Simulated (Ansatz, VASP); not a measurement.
**LiBr: VASP beside Ansatz**

INCAR

```
PREC     = Accurate       # precision mode
ENCUT    = 750            # plane-wave cutoff, eV
EDIFF    = 1E-6           # SCF threshold, eV
ISMEAR   = 0              # smearing method
SIGMA    = 0.02           # smearing width, eV
LREAL    = F              # projectors in reciprocal space
LASPH    = T              # aspherical terms in the spheres
NELM     = 120            # most SCF steps
ALGO     = Normal         # electronic algorithm
ISIF     = 2              # what is computed and relaxed
LWAVE    = F              # write WAVECAR
LCHARG   = T              # write CHGCAR
GGA      = PE             # functional
LELF     = T              # ELF
LVHAR    = T            
NBANDS   = 12             # bands
GGA_COMPAT= F
```

The input KPOINTS:

```
regular mesh
0
Gamma
  8 8 8
```

File POSCAR:

```
LiBr
1.0
    0.0000000000      2.7506500000      2.7506500000
    2.7506500000      0.0000000000      2.7506500000
    2.7506500000      2.7506500000      0.0000000000
Li Br
1 1
Direct
    0.0000000000      0.0000000000      0.0000000000
    0.5000000000      0.5000000000      0.5000000000
```

Input for Ansatz:

```yaml
crystal:
  lattice:
    - [0.0, 2.75065, 2.75065]
    - [2.75065, 0.0, 2.75065]
    - [2.75065, 2.75065, 0.0]
  atoms:
    - { symbol: Li, position: [0.0, 0.0, 0.0] }
    - { symbol: Br, position: [0.5, 0.5, 0.5] }
basis:
  ecutwfc: 420
kpoints:
  mp_grid: { grid: [8, 8, 8] }
hamiltonian:
  xc: pbe
scf:
  occupations: { method: gaussian, width: 0.02 }
output:
  forces: true
  stress: true
  eigenvalues: true
  populations: true
```

Alike in both runs: task single point; functional PBE; k mesh 8 × 8 × 8; occupations gaussian, width 0.02 eV; no spin polarisation.

|  | VASP | Ansatz |
| --- | --- | --- |
| version | VASP 6.6.1 | Ansatz 0.2.0 |
| potentials or method | VASP PAW PBE potentials, release 64 (Li_sv, Br), cutoff 750 eV | scalar-relativistic, plane waves, PAW |
| valence electrons in the cell | 10 | 10 |

|  | VASP | Ansatz | Ansatz less VASP |
| --- | --- | --- | --- |
| gap on the k mesh at the Fermi level (eV) | 4.94 | 4.94 | -0.004 |
| least direct gap on the mesh (eV) | 4.94 | 4.94 | -0.004 |
| pressure (GPa) | 0.1 | 0.1 | +0.05 |

With one functional, cell and mesh, what is left measures potentials, basis and numerics.
